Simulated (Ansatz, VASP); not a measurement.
**One calculation of C, two programs**

Contents of POSCAR:

```
C
1.0
    1.2729975156      0.7349627966      8.5499839299
   -1.2729975156      0.7349627966      8.5499839299
    0.0000000000     -1.4699255932      8.5499839299
C
4
Direct
    0.9128300000      0.9128300000      0.9128300000
    0.2461500000      0.2461500000      0.2461500000
    0.7538500000      0.7538500000      0.7538500000
    0.0871700000      0.0871700000      0.0871700000
```

The input INCAR.step1:

```
PREC = Accurate ; ENCUT = 520
ISMEAR = -1 ; SIGMA = 0.1
LREAL = False ; LASPH = True
NELM = 60 ; NBANDS = 16
GGA = PE ; ALGO = Normal
EDIFF = 1E-4 ; LWAVE = True
LCHARG = False
```

File INCAR.step2:

```
PREC = Accurate ; ENCUT = 520
EDIFF = 1E-6 ; ISMEAR = -1
SIGMA = 0.1 ; LREAL = False
LASPH = True ; NELM = 60
ALGO = Normal ; ISIF = 2
LWAVE = False ; LCHARG = False
METAGGA = R2SCAN ; LMIXTAU = True
NBANDS = 16 ; ISTART = 1
```

File KPOINTS:

```
regular mesh
0
Gamma
  11 11 11
```

Input for Ansatz:

```yaml
crystal:
  lattice:
    - [1.2729975155796376, 0.7349627966026243, 8.549983929881217]
    - [-1.2729975155796376, 0.7349627966026243, 8.549983929881217]
    - [0.0, -1.4699255932052486, 8.549983929881217]
  atoms:
    - { symbol: C, position: [0.91283, 0.91283, 0.91283] }
    - { symbol: C, position: [0.24615, 0.24615, 0.24615] }
    - { symbol: C, position: [0.75385, 0.75385, 0.75385] }
    - { symbol: C, position: [0.08717, 0.08717, 0.08717] }
basis:
  ecutwfc: 550.0
kpoints:
  mp_grid:
    grid: [11, 11, 11]
hamiltonian:
  xc: r2scan
scf:
  occupations:
    method: fermi_dirac
    width: 0.1
output:
  stress: true
```

Alike in both runs: task single point; functional r2SCAN; k mesh 11 × 11 × 11; occupations fermi-dirac, width 0.1 eV; no spin polarisation.

|  | VASP | Ansatz |
| --- | --- | --- |
| version | VASP 6.6.1 | Ansatz 0.2.0 |
| potentials or method | VASP PAW PBE potentials, release 64 (C), cutoff 520 eV | plane waves, PAW |
| valence electrons in the cell | 16 | 16 |

```csv
,VASP,Ansatz,Ansatz less VASP
pressure (GPa),-20.4,-20.9,-0.47
"traceless stress, the component that is largest in VASP (GPa)",19.78,20.33,+0.543
```

VASP's potentials were made for PBE, not for r2SCAN. Ansatz's warnings: structure snapped to symmetry.
